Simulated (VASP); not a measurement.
NaFeN: single point with PBE+U

Crystal: NaFeN.

```xyz
6
Lattice="2.9792 0.0000 0.0000 -1.4896 2.5801 0.0000 0.0000 0.0000 9.6776" Properties=species:S:1:pos:R:3 pbc="T T T"
Na    1.4896    0.8600    7.3616
Na    0.0000    1.7200    2.5229
Fe    0.0000    0.0000    5.0146
Fe    0.0000    0.0000    0.1758
N     0.0000    1.7200    5.4754
N     1.4896    0.8600    0.6366
```

```json
{
 "Program": "VASP 6.6.1",
 "Task": "single point",
 "Functional": "PBE",
 "Potentials or basis": "VASP PAW PBE potentials, release 64 (Na_pv, Fe, N)",
 "Cutoff": "520 eV",
 "k mesh": "7 × 7 × 2",
 "Occupations": "methfessel-paxton, width 0.05 eV",
 "Spin": "collinear spin, antiferromagnetic start",
 "Starting moments": "[0.0, 0.0, 3.5, -3.5, 0.0, 0.0] μB",
 "Hubbard terms": "Fe d U = 7.0 eV",
 "Dipole correction": "no",
 "Further INCAR settings": "ALGO = Normal; EDIFF = 1e-06; NBANDS = 33"
}
```

```yaml
Pressure: 33.2 GPa
Largest_force: 1.218 eV/Å
Band_gap_on_the_k_mesh: zero (filled and empty bands overlap)
Net_moment: 0.00 μB per cell
Site_moments: Na +0.01, -0.01; Fe +3.65, -3.65; N +0.07, -0.07 μB
Valence_electrons_inside_the_program's_atomic_spheres: Na 6.10; Fe 7.81; N 3.82
```

Forces on the atoms (eV/Å):
```
Na   0.000  0.000 -0.217
Na   0.000  0.000 -0.217
Fe   0.000  0.000 -1.001
Fe   0.000  0.000 -1.001
N    0.000  0.000  1.218
N    0.000  0.000  1.218
```

Stress tensor (GPa, compression positive):
```
47.38  0.00  0.00
 0.00 47.38  0.00
 0.00  0.00  4.89
```

Levels at points of the mesh, in eV from the Fermi level:
Spin up:
| k point | band 16 | band 17 | band 18 | band 19 | band 20 | band 21 | band 22 | band 23 | band 24 | band 25 |
| --- | --- | --- | --- | --- | --- | --- | --- | --- | --- | --- |
| (0.00, 0.00, 0.00) | -4.44 | -4.44 | -3.87 | -0.46 | 1.05 | 1.05 | 1.57 | 3.30 | 3.30 | 3.33 |
| (0.00, 0.00, 0.50) | -4.44 | -4.44 | -3.77 | -0.08 | 0.78 | 1.05 | 1.05 | 3.30 | 3.30 | 4.62 |
Spin down:
```csv
k point,band 18,band 19,band 20,band 21,band 22,band 23
"(0.00, 0.00, 0.00)",-3.87,-0.46,1.05,1.05,1.57,3.30
"(0.00, 0.00, 0.50)",-3.77,-0.08,0.78,1.05,1.05,3.30
```

Eigenvalues of the final occupation matrices:
| site | spin | trace | eigenvalues |
| --- | --- | --- | --- |
| site 3 d | 1 | 5.02 | 0.94 1.00 1.00 1.05 1.05 |
| site 3 d | 2 | 1.50 | 0.06 0.06 0.28 0.28 0.82 |
| site 4 d | 1 | 1.50 | 0.06 0.06 0.28 0.28 0.82 |
| site 4 d | 2 | 5.02 | 0.94 1.00 1.00 1.05 1.05 |

Wall time 43 s on 1 thread of Intel(R) Xeon(R) 6975P-C (Granite Rapids), with other jobs on the host, peak memory 0.24 GiB.

Caveat: forces of over 1 eV/Å act on the atoms, so gaps and moduli don't describe the material at rest. The state reached can hang on the start; a lower one may exist.
